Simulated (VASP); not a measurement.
A run of VASP 6.6.1 is set up as follows.

The input POSCAR:

```
CaO
1.0
    0.0000000000      2.3974452290      2.3974452290
    2.3974452290      0.0000000000      2.3974452290
    2.3974452290      2.3974452290      0.0000000000
Ca O
1 1
Direct
    0.0000000000      0.0000000000      0.0000000000
    0.5000000000      0.5000000000      0.5000000000
```

The input INCAR.step1:

```
SYSTEM = CaO
PREC = Accurate
ENCUT = 520
ISMEAR = 0
SIGMA = 0.02
LREAL = .FALSE.
LASPH = .TRUE.
NELM = 80
NBANDS = 15
GGA = PE
ALGO = Normal
EDIFF = 1E-4
LWAVE = .TRUE.
LCHARG = .FALSE.
```

Contents of INCAR.step2:

```
SYSTEM = CaO
PREC = Accurate
ENCUT = 520
EDIFF = 1E-7
ISMEAR = 0
SIGMA = 0.02
LREAL = .FALSE.
LASPH = .TRUE.
NELM = 80
ALGO = Normal
ISIF = 2
LWAVE = .FALSE.
LCHARG = .TRUE.
METAGGA = R2SCAN
LMIXTAU = .TRUE.
LELF = .TRUE.
LVHAR = .TRUE.
NBANDS = 15
ISTART = 1
```

KPOINTS

```
regular mesh
0
G
  8 8 8
  0 0 0
```

Potentials or basis: VASP PAW PBE potentials, release 64 (Ca_sv, O).

Command:

```bash
$ cat potpaw_PBE.64/Ca_sv/POTCAR potpaw_PBE.64/O/POTCAR > POTCAR
$ cp INCAR.step1 INCAR
$ mpirun -np 1 vasp_std > vasp.out
$ cp INCAR.step2 INCAR
$ mpirun -np 1 vasp_std > vasp.out
```

Task: Estimate the band gap on the k mesh.

Result: 4.19 eV, indirect (least direct gap 4.56 eV).

Task: Estimate the pressure.

Result: 1.1 GPa.

Caveat: the PAW data sets were made with another functional, which shifts forces and pressure a little. A k mesh can miss the band edges.
